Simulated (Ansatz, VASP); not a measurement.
## PbF2: VASP beside Ansatz

```
CELL_PARAMETERS angstrom
0.00000 3.01440 2.96985
3.01440 0.00000 2.96985
3.01440 3.01440 0.00000
ATOMIC_POSITIONS crystal
Pb 0.00000 0.00000 0.00000
F 0.25000 0.25000 0.25000
F 0.75000 0.75000 0.75000
```

Change from the starting cell: strain +0.015 along x and y, +0.000 along z, atoms carried along.

Alike in both runs: task single point; functional r2SCAN; k mesh 8 × 8 × 8; occupations gaussian, width 0.05 eV; no spin polarisation.

|  | VASP | Ansatz |
| --- | --- | --- |
| version | VASP 6.6.1 | Ansatz 0.2.0 |
| potentials or method | VASP PAW PBE potentials, release 64 (Pb_d, F), cutoff 520 eV | scalar-relativistic, plane waves, PAW |
| valence electrons in the cell | 28 | 28 |

Ansatz gave:

```
gap on the k mesh at the Fermi level (eV)                     : 4.88
least direct gap on the mesh (eV)                             : 5.07
pressure (GPa)                                                : -2.8
traceless stress, the component that is largest in VASP (GPa) : 0.55
```

Question: Estimate VASP's values.

Answer: gap on the k mesh at the Fermi level (eV): 4.88; least direct gap on the mesh (eV): 5.07; pressure (GPa): -2.9; traceless stress, the component that is largest in VASP (GPa): 0.55.

VASP's potentials were made for PBE, not for r2SCAN.

Neither program's run includes spin-orbit coupling.
